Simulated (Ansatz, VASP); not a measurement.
**Two plane-wave programs on CrCN**

```
CELL_PARAMETERS angstrom
3.21797 0.00000 0.00000
-1.60899 2.78684 0.00000
0.00000 0.00000 2.90130
ATOMIC_POSITIONS crystal
Cr 0.33333 0.66667 0.50000
C 0.66667 0.33333 0.50000
N 0.00000 0.00000 0.00000
```

Change from the starting cell: species swapped into the EuZnGe type (P-6m2, No. 187).

Alike in both runs: functional PBE; k mesh 18 × 18 × 16; occupations gaussian, width 0.1 eV; collinear spin.

Ansatz relaxed the structure, and its values are those at the end. VASP's run is a single point on that final structure, the one shown.

```csv
,VASP,Ansatz
version,VASP 6.6.1,Ansatz 0.2.0
potentials or method,"VASP PAW PBE potentials, release 64 (Cr_pv, C, N), cutoff 520 eV","scalar-relativistic, plane waves, PAW"
valence electrons in the cell,21,23
```

```tsv
	VASP	Ansatz	Ansatz less VASP
gap on the k mesh at the Fermi level (eV)	none	none	-
pressure (GPa)	-0.5	0.0	+0.43
net moment per atom (μB)	0.01	0.12	+0.117
size of the moment on the site where the two differ most (μB)	0.02	0.28	+0.258
```

The net moments are unlike, so the other rows may belong to different states. Site moments also hang on the region over which each program counts them. A gap of «none» marks a metal or a gap that the smearing closes. VASP's potentials hold 21 valence electrons a cell and Ansatz's 23, so a difference there can come from the potentials and not from the codes.
